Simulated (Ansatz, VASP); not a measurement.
# One calculation of WSe2, two programs

```
CELL_PARAMETERS angstrom
3.28549 0.00000 0.00000
-1.64275 2.84532 0.00000
0.00000 0.00000 24.23865
ATOMIC_POSITIONS crystal
Se 0.33333 0.66667 0.18565
Se 0.33333 0.66667 0.32466
Se 0.50000 0.33333 0.47772
Se 0.50000 0.33333 0.61673
W 0.66667 0.33333 0.25516
W 0.83333 0.00000 0.54722
```

Alike in both runs: task single point; functional PBE; dispersion D3(BJ); k mesh 9 × 9 × 1; occupations gaussian, width 0.05 eV; no spin polarisation.

|  | VASP | Ansatz |
| --- | --- | --- |
| version | VASP 6.6.1 | Ansatz 0.2.0 |
| potentials or method | VASP PAW PBE potentials, release 64 (Se, W_sv), cutoff 520 eV | scalar-relativistic, plane waves, PAW |
| valence electrons in the cell | 52 | 92 |

Ansatz gave:

```
gap on the k mesh at the Fermi level (eV) : 1.57
least direct gap on the mesh (eV)         : 1.66
rms of the force components (eV/Å)        : 0.031
```

Task: Estimate VASP's values.

Result: gap on the k mesh at the Fermi level (eV): 1.57; least direct gap on the mesh (eV): 1.66; rms of the force components (eV/Å): 0.047.

VASP's potentials hold 52 valence electrons a cell and Ansatz's 92, so a difference there can come from the potentials and not from the codes.

Neither program's run includes spin-orbit coupling.
